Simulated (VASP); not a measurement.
# AlNi (P-6m2) in VASP: further runs

AlNi is run at these levels: PBE; tasks: single point, relaxation of cell and atoms.

All numbers are computed with VASP 6.6.1; they aren't measurements. Logs are shortened: lines on timing, memory, paths and dates and some standing lists are left out, and cuts for length are marked.

### 1 The cell of the first run

The structure is hexagonal, space group P-6m2 (No. 187). The conventional cell has a = 2.757 Å, b = 2.757 Å, c = 3.822 Å, α = 90.00°, β = 90.00°, γ = 120.00°. Al (site symmetry -6m2) has 6 Ni at 2.49 Å and 6 Al at 2.76 Å within 3.3 Å. Ni (site symmetry -6m2) has 6 Al at 2.49 Å and 6 Ni at 2.76 Å within 3.3 Å.

The cell was built from a structure type or drawn by symmetry, and may not be a known phase.

### 2 Single point, PBE

The input, INCAR:

```
SYSTEM = AlNi
  PREC = Accurate
  ENCUT = 520
  EDIFF = 1E-7
  ISMEAR = 0
  SIGMA = 0.1
  LREAL = .FALSE.
  LASPH = .TRUE.
  NELM = 60
  ALGO = Normal
  ISIF = 2
  LWAVE = .FALSE.
  LCHARG = .FALSE.
  GGA = PE
  NBANDS = 14
```

The input, KPOINTS:

```
Automatic mesh
0
G
  18 18 18
  0 0 0
```

The input, POSCAR:

```
AlNi
1.0
    2.7570963090      0.0000000000      0.0000000000
   -1.3785481545      2.3877154443      0.0000000000
    0.0000000000      0.0000000000      3.8218409154
Al Ni
1 1
Direct
    0.0000000000      0.0000000000      0.0000000000
    0.6666666667      0.3333333333      0.5000000000
```

Potentials or basis: VASP PAW PBE potentials, release 64 (Al, Ni).

On the command line:

```sh
$ cat potpaw_PBE.64/Al/POTCAR potpaw_PBE.64/Ni/POTCAR > POTCAR
$ mpirun -np 1 vasp_std > vasp.out
```

OUTCAR:

```text
SYSTEM = AlNi
   PREC = Accurate
   ENCUT = 520
   EDIFF = 1E-7
   ISMEAR = 0
   LREAL = .FALSE.
   LASPH = .TRUE.
   NELM = 60
   ISIF = 2
   GGA = PE

 ion  position               nearest neighbor table
   1  0.000  0.000  0.000-   2 2.49   2 2.49   2 2.49   2 2.49   2 2.49   2 2.49
   2  0.667  0.333  0.500-   1 2.49   1 2.49   1 2.49   1 2.49   1 2.49   1 2.49

  LATTYP: Found a hexagonal cell.
 ALAT       =     2.7570963090
 C/A-ratio  =     1.3861833201

  Lattice vectors:

 A1 = (   2.7570963090,   0.0000000000,   0.0000000000)
 A2 = (  -1.3785481545,   2.3877154443,   0.0000000000)
 A3 = (   0.0000000000,   0.0000000000,   3.8218409154)

Analysis of symmetry for initial positions (statically):
=====================================================================
 Subroutine PRICEL returns:
 Original cell was already a primitive cell.

 Routine SETGRP: Setting up the symmetry group for a
 hexagonal supercell.

 Subroutine GETGRP returns: Found 12 space group operations
 (whereof 12 operations were pure point group operations)
 out of a pool of 24 trial point group operations.

The static configuration has the point symmetry D_3h.

Analysis of symmetry for dynamics (positions and initial velocities):
=====================================================================
 Subroutine PRICEL returns:
 Original cell was already a primitive cell.

 Routine SETGRP: Setting up the symmetry group for a
 hexagonal supercell.

 Subroutine GETGRP returns: Found 12 space group operations
 (whereof 12 operations were pure point group operations)
 out of a pool of 24 trial point group operations.

The dynamic configuration has the point symmetry D_3h.

 Subroutine INISYM returns: Found 12 space group operations
 (whereof 12 operations are pure point group operations),
 and found     1 'primitive' translations

----------------------------------------------------------------------------------------

                                     Primitive cell

  volume of cell :      25.1598

  direct lattice vectors                    reciprocal lattice vectors
     2.757096309  0.000000000  0.000000000     0.362700424  0.209405187  0.000000000
    -1.378548155  2.387715444  0.000000000     0.000000000  0.418810375  0.000000000
     0.000000000  0.000000000  3.821840915     0.000000000  0.000000000  0.261654010

  length of vectors
     2.757096309  2.757096309  3.821840915     0.418810375  0.418810375  0.261654010

  position of ions in fractional coordinates (direct lattice)
     0.000000000  0.000000000  0.000000000
     0.666666667  0.333333333  0.500000000

  ion indices of the primitive-cell ions
   primitive index   ion index
                 1           1
                 2           2

----------------------------------------------------------------------------------------

 KPOINTS: Automatic mesh

Automatic generation of k-mesh.
 Grid dimensions read from file:
 generate k-points for:   18   18   18

 Generating k-lattice:

  Cartesian coordinates                     Fractional coordinates (reciprocal lattice)
     0.020150024  0.011633622  0.000000000     0.055555556 -0.000000000  0.000000000
     0.000000000  0.023267243  0.000000000     0.000000000  0.055555556  0.000000000
     0.000000000  0.000000000  0.014536334     0.000000000  0.000000000  0.055555556

  Length of vectors
     0.023267243  0.023267243  0.014536334

  Shift w.r.t. Gamma in fractional coordinates (k-lattice)
     0.000000000  0.000000000  0.000000000

 Subroutine IBZKPT returns following result:
 ===========================================

 Found    370 irreducible k-points:

 Following reciprocal coordinates:
            Coordinates               Weight
  0.000000  0.000000  0.000000      1.000000
  0.055556 -0.000000  0.000000      6.000000
  0.111111 -0.000000  0.000000      6.000000
  0.166667 -0.000000  0.000000      6.000000
  0.222222 -0.000000  0.000000      6.000000
  0.277778 -0.000000  0.000000      6.000000
[... 16 lines left out ...]
  0.333333  0.111111  0.000000     12.000000
  0.388889  0.111111  0.000000     12.000000
 [... further k-points ...]
   k-points           NKPTS =    370   k-points in BZ     NKDIM =    370   number of bands    NBANDS=     14
   number of dos      NEDOS =    301   number of ions     NIONS =      2
   total plane-waves  NPLWV =  16128
   dimension x,y,z NGX =    24 NGY =   24 NGZ =   28
   dimension x,y,z NGXF=    48 NGYF=   48 NGZF=   56
   ions per type =               1   1
   NGX,Y,Z   is equivalent  to a cutoff of  14.47, 14.47, 12.18 a.u.
   NGXF,Y,Z  is equivalent  to a cutoff of  28.94, 28.94, 24.36 a.u.
 SYSTEM =  AlNi
   PREC   = accura    normal or accurate (medium, high low for compatibility)
   ISTART =      0    job   : 0-new  1-cont  2-samecut
   ICHARG =      2    charge: 1-file 2-atom 10-const
   ISPIN  =      1    spin polarized calculation?
   LNONCOLLINEAR =      F non collinear calculations
[... 65 lines left out ...]
      4       7.5141      2.00000
      5       7.8590      2.00000
      6       7.8907      2.00000
      7       7.8907      2.00000
      8      12.2552      0.00000
      9      21.9090      0.00000
     10      21.9090      0.00000
     11      23.5598      0.00000
     12      23.5598      0.00000
     13      25.4082      0.00000
     14      27.5900      0.00000

 k-point     2 :       0.0556   -0.0000    0.0000
  band No.  band energies     occupation
      1      -1.4769      2.00000
      2       5.7307      2.00000
      3       7.4670      2.00000
      4       7.4848      2.00000
      5       7.5447      2.00000
      6       7.8822      2.00000
      7       8.3507      2.00000
      8      12.2866      0.00000
      9      20.7568      0.00000
     10      21.3093      0.00000
     11      23.3322      0.00000
     12      24.2780      0.00000
     13      26.2880      0.00000
     14      28.2754      0.00000

 k-point     3 :       0.1111   -0.0000    0.0000
  band No.  band energies     occupation
      1      -1.2342      2.00000
      2       5.8510      2.00000
      3       7.1238      2.00000
      4       7.4020      2.00000
      5       7.6342      2.00000
      6       7.8576      2.00000
      7       8.8972      2.00000
      8      12.3818      0.00000
      9      18.7870      0.00000
     10      20.3692      0.00000
     11      22.7233      0.00000
     12      25.5721      0.00000
     13      26.8929      0.00000
     14      27.4977      0.00000

 k-point     4 :       0.1667   -0.0000    0.0000
  band No.  band energies     occupation
      1      -0.8329      2.00000
      2       6.0256      2.00000
      3       6.8406      2.00000
      4       7.2800      2.00000
      5       7.7753      2.00000
      6       7.8201      2.00000
      7       9.5172      0.00041
      8      12.5400      0.00000
      9      16.7844      0.00000
     10      19.4739      0.00000
     11      22.0325      0.00000
     12      25.1270      0.00000
     13      27.0490      0.00000
     14      28.0056      0.00000

 k-point     5 :       0.2222   -0.0000    0.0000
  band No.  band energies     occupation
      1      -0.2781      2.00000
      2       6.2112      2.00000
      3       6.6128      2.00000
      4       7.1401      2.00000
      5       7.7743      2.00000
      6       7.9557      2.00000
      7      10.2120      0.00000
      8      12.7242      0.00000
      9      14.9522      0.00000
     10      18.6762      0.00000
     11      21.3737      0.00000
[... 276 lines left out ...]
 k-point    22 :       0.2778    0.1111    0.0000
  band No.  band energies     occupation
      1       1.4789      2.00000
      2       6.3328      2.00000
      3       6.4134      2.00000
      4       6.7935      2.00000
      5       7.5725      2.00000
      6       8.4286      2.00000
      7      11.4531      0.00000
      8      12.0916      0.00000
      9      13.8281      0.00000
     10      15.6404      0.00000
     11      20.2382      0.00000
     12      22.0529      0.00000
     13      24.2586      0.00000
     14      24.4943      0.00000

 k-point    23 :       0.3333    0.1111    0.0000
  band No.  band energies     occupation
      1       2.4102      2.00000
      2       6.2275      2.00000
      3       6.2677      2.00000
      4       6.6087      2.00000
      5       7.5144      2.00000
      6       8.5824      2.00000
      7      10.3839      0.00000
      8      12.9734      0.00000
      9      13.9973      0.00000
     10      15.7398      0.00000
     11      18.8339      0.00000
     12      20.8243      0.00000
     13      23.8003      0.00000
     14      23.8738      0.00000

 k-point    24 :       0.3889    0.1111    0.0000
  band No.  band energies     occupation
      1       3.3835      2.00000
      2       5.6847      2.00000
      3       6.2312      2.00000
      4       6.4761      2.00000
      5       7.4757      2.00000
      6       8.6833      2.00000
      7       9.7737      0.00000
      8      13.8042      0.00000
      9      13.9999      0.00000
     10      16.2343      0.00000
     11      17.6815      0.00000
     12      19.6739      0.00000
     13      23.4426      0.00000
     14      23.6473      0.00000

 [... further k-points ...]
[... 5 lines left out ...]
  --------------------------------------------------------------------------------------
  -------------------------------------------------------------------------------------
  Total        0.0154328      0.0154328     -0.0024769      0.0000000     -0.0000000      0.0000000
  in kB        0.9827624      0.9827624     -0.1577294      0.0000000     -0.0000000      0.0000000
  external PRESSURE =       0.6025985 kB  Pullay stress =       0.0000000 kB

 VOLUME and BASIS-vectors are now :
 -----------------------------------------------------------------------------
  energy-cutoff  :      520.00
  volume of cell :       25.16
      direct lattice vectors                 reciprocal lattice vectors
     2.757096309  0.000000000  0.000000000     0.362700424  0.209405187  0.000000000
    -1.378548155  2.387715444  0.000000000     0.000000000  0.418810375  0.000000000
     0.000000000  0.000000000  3.821840915     0.000000000  0.000000000  0.261654010

 POSITION                                       TOTAL-FORCE (eV/Angst)
 -----------------------------------------------------------------------------------
      0.00000      0.00000      0.00000        -0.000000      0.000000      0.000000
      1.37855      0.79591      1.91092         0.000000     -0.000000      0.000000
 -----------------------------------------------------------------------------------
    total drift:                                0.000000     -0.000000      0.000000

  FREE ENERGIE OF THE ION-ELECTRON SYSTEM (eV)
  ---------------------------------------------------
  free  energy   TOTEN  =       -10.1614815862 eV

  energy  without entropy=      -10.1579940933  energy(sigma->0) =      -10.15973784
```

It took 69 s on 1 thread of Intel Xeon 6975P-C (Granite Rapids), shared host; peak memory 0.24 GiB.

Results:

| Item | Value |
| --- | --- |
| Free energy | -10.1615 eV |
| Pressure | 0.1 GPa |
| Band gap on the k mesh | zero (an odd number of electrons rules out a gap without spin polarisation) |

Stress tensor (GPa, compression positive):
```
 0.10  0.00  0.00
 0.00  0.10  0.00
 0.00  0.00 -0.02
```

Spin polarisation is off, so any magnetic state and its effect on volume and gap are missing.

### 3 Relaxation of cell and atoms, PBE

This run uses another cell than the first one, of 13.76 Å³/atom.

The input, INCAR:

```
PREC = Accurate
ENCUT = 600
EDIFF = 1E-6
ISMEAR = 0
SIGMA = 0.1
LREAL = False
LASPH = True
NELM = 60
ALGO = Fast
ISIF = 3
LWAVE = False
LCHARG = False
GGA = PE
IBRION = 2
NSW = 100
EDIFFG = -0.01
```

The input, KPOINTS:

```
regular mesh
0
Gamma
  18 18 18
```

The input, POSCAR:

```
AlNi
1.0
    3.1969820732      0.0000000000      0.0000000000
   -1.5984910366      2.7686676908      0.0000000000
    0.0000000000      0.0000000000      3.1085422950
Al Ni
1 1
Direct
    0.0000000000      0.0000000000      0.0000000000
    0.6666666667      0.3333333333      0.5000000000
```

Potentials or basis: VASP PAW PBE potentials, release 64 (Al, Ni).

On the command line:

```sh
$ cat potpaw_PBE.64/Al/POTCAR potpaw_PBE.64/Ni/POTCAR > POTCAR
$ mpirun -np 1 vasp_std > vasp.out
```

Run time: 25 min. Hardware: 1 thread of Intel Xeon 6975P-C (Granite Rapids), shared host; peak memory 0.32 GiB.

The run converged. Its results:

```yaml
Free_energy: -10.1612 eV
Relaxed_volume: 12.58 Å³/atom
Relaxed_cell: a = 2.758 Å, b = 2.758 Å, c = 3.820 Å, α = 90.00°, β = 90.00°, γ = 120.00°
Space_group_after_relaxing_to_0.1_Å: P-6m2 (No. 187)
Energy_gained_by_relaxing: 163.3 meV/atom
Ionic_steps: 36
Pressure_after_relaxing: -0.1 GPa
Band_gap_on_the_k_mesh: zero (an odd number of electrons rules out a gap without spin polarisation)
```

The path:
```tsv
step	energy change (eV)	largest force (eV/Å)	pressure (GPa)	volume (Å³)
1	0.0000	0.0000	-0.12	27.51
2	-0.0054	0.0000	-0.28	27.47
3	-0.0288	0.0000	-0.82	27.32
4	-0.1006	0.0000	-1.78	26.95
5	-0.2850	0.0000	-1.87	25.89
6	0.3496	0.0000	20.20	22.80
7	-0.3191	0.0000	-1.22	25.52
8	-0.3263	0.0000	-0.55	25.22
9	-0.3263	0.0000	-0.29	25.28
10	-0.3237	0.0000	2.23	24.78
11	-0.3265	0.0000	-0.13	25.20
12	-0.3265	0.0000	-0.12	25.17
13	-0.3258	0.0000	1.19	24.98
14	-0.3265	0.0000	0.11	25.15
15	-0.3265	0.0000	-0.09	25.16
16	-0.3265	0.0000	0.23	25.16
17	-0.3243	0.0000	-1.92	25.49
18	-0.3265	0.0000	-0.19	25.20
19	-0.3265	0.0000	0.18	25.19
20	-0.3265	0.0000	-0.27	25.19
21	-0.3265	0.0000	0.00	25.19
22	-0.3265	0.0000	-0.62	25.19
23	-0.3262	0.0000	0.86	25.03
24	-0.3265	0.0000	0.21	25.15
25	-0.3265	0.0000	-0.13	25.16
26	-0.3265	0.0000	0.19	25.16
27	-0.3265	0.0000	0.04	25.16
28	-0.3265	0.0000	-0.32	25.16
29	-0.3265	0.0000	0.46	25.12
30	-0.3265	0.0000	0.30	25.15
31	-0.3265	0.0000	0.03	25.15
32	-0.3265	0.0000	0.28	25.15
33	-0.3265	0.0000	0.03	25.15
34	-0.3265	0.0000	0.18	25.15
35	-0.3265	0.0000	0.23	25.16
36	-0.3265	0.0000	-0.06	25.16
```

Final structure:
```
Al Ni
1.0
     2.75775    0.00000    0.00000
    -1.37887    2.38828    0.00000
     0.00000    0.00000    3.81995
Al Ni
1 1
Direct
  0.00000 0.00000 0.00000
  0.66667 0.33333 0.50000
```

Levels at points of the mesh, in eV from the Fermi level:
| k point | band 5 | band 6 | band 7 | band 8 | band 9 | band 10 |
| --- | --- | --- | --- | --- | --- | --- |
| (0.00, 0.00, 0.00) | -1.40 | -1.38 | -1.38 | 3.00 | 12.63 | 12.63 |
| (0.50, 0.00, 0.00) | -1.66 | -0.58 | 0.33 | 4.61 | 6.23 | 7.39 |
| (0.00, 0.00, 0.50) | -1.74 | -1.46 | -1.46 | 10.38 | 14.01 | 14.01 |
| (0.50, 0.00, 0.50) | -1.80 | -1.04 | -0.58 | 1.43 | 2.44 | 9.81 |

Caveat: a cell axis changed by over 15 % at a fixed basis, so the end point is rough. Spin polarisation is off, so any magnetic state and its effect on volume and gap are missing.

### 4 Relaxation of cell and atoms, PBE

The input, INCAR:

```
SYSTEM = AlNi
PREC     = Accurate       ! precision mode
ENCUT    = 600            ! plane-wave cutoff, eV
EDIFF    = 1E-7           ! SCF threshold, eV
ISMEAR   = 0              ! smearing method
SIGMA    = 0.1            ! smearing width, eV
LREAL    = .FALSE.        ! projectors in reciprocal space
LASPH    = .TRUE.         ! aspherical terms in the spheres
NELM     = 80             ! most SCF steps
ALGO     = Fast           ! electronic algorithm
ISIF     = 3              ! what is computed and relaxed
LWAVE    = .FALSE.        ! write WAVECAR
LCHARG   = .FALSE.        ! write CHGCAR
GGA      = PE             ! functional
IBRION   = 2              ! ionic algorithm
NSW      = 100            ! ionic steps
EDIFFG   = -0.01          ! ionic threshold
```

The input, KPOINTS:

```
regular mesh
0
G
  24 24 14
  0 0 0
```

The input, POSCAR:

```
AlNi
1.0
    2.7570963090      0.0000000000      0.0000000000
   -1.3785481545      2.3877154443      0.0000000000
    0.0000000000      0.0000000000      3.8218409154
Al Ni
1 1
Direct
    0.0000000000      0.0000000000      0.0000000000
    0.6666666667      0.3333333333      0.5000000000
```

On the command line:

```sh
$ cat potpaw_PBE.64/Al/POTCAR potpaw_PBE.64/Ni/POTCAR > POTCAR
$ mpirun -np 1 vasp_std > vasp.out
```

Run time: 4.7 min. Hardware: 1 thread of Intel Xeon 6975P-C (Granite Rapids), shared host; peak memory 0.31 GiB.

The run converged. Its results:

* Free energy: -10.1617 eV
* Relaxed volume: 12.59 Å³/atom
* Relaxed cell: a = 2.760 Å, b = 2.760 Å, c = 3.816 Å, α = 90.00°, β = 90.00°, γ = 120.00°
* Space group after relaxing (to 0.1 Å): P-6m2 (No. 187)
* Energy gained by relaxing: 0.0 meV/atom
* Ionic steps: 7
* Pressure after relaxing: 0.0 GPa
* Band gap on the k mesh: zero (an odd number of electrons rules out a gap without spin polarisation)

Stress tensor (GPa, compression positive):
```
-0.05  0.00  0.00
 0.00 -0.05  0.00
 0.00  0.00  0.04
```

Final structure:
```
CELL_PARAMETERS angstrom
2.76000 0.00000 0.00000
-1.38000 2.39023 0.00000
0.00000 0.00000 3.81558
ATOMIC_POSITIONS crystal
Al 0.00000 0.00000 0.00000
Ni 0.66667 0.33333 0.50000
```

Levels at points of the mesh, in eV from the Fermi level:
| k point | band 5 | band 6 | band 7 | band 8 | band 9 | band 10 |
| --- | --- | --- | --- | --- | --- | --- |
| (0.00, 0.00, 0.00) | -1.38 | -1.38 | -1.37 | 3.03 | 12.61 | 12.61 |
| (0.50, 0.00, 0.00) | -1.66 | -0.57 | 0.33 | 4.62 | 6.25 | 7.37 |
| (0.00, 0.00, 0.50) | -1.74 | -1.46 | -1.46 | 10.42 | 13.99 | 13.99 |
| (0.50, 0.00, 0.50) | -1.80 | -1.04 | -0.57 | 1.44 | 2.43 | 9.80 |

### 5 Overview

| task | cell | k mesh | cutoff (eV) | gap on the mesh (eV) | pressure (GPa) | relaxed volume (Å³/atom) |
| --- | --- | --- | --- | --- | --- | --- |
| single point | a = 2.757, b = 2.757, c = 3.822 Å, angles 90.0, 90.0, 120.0°, 2 atoms | 18 × 18 × 18 | 520 | none | 0.1 | - |
| relaxation of cell and atoms | relaxed from a = 3.197, b = 3.197, c = 3.109 Å, angles 90.0, 90.0, 120.0°, 2 atoms | 18 × 18 × 18 | 600 | none | -0.1 | 12.58 |
| relaxation of cell and atoms | relaxed from a = 2.757, b = 2.757, c = 3.822 Å, angles 90.0, 90.0, 120.0°, 2 atoms | 24 × 24 × 14 | 600 | none | 0.0 | 12.59 |

Alike in all rows: level PBE; potentials or basis VASP PAW PBE potentials, release 64 (Al, Ni); no spin polarisation; smearing gaussian 0.1 eV.

Caveats: a cell axis changed by over 15 % at a fixed basis, so the end point is rough (at least some runs).

Absolute energies hang on the potentials; compare differences alone.
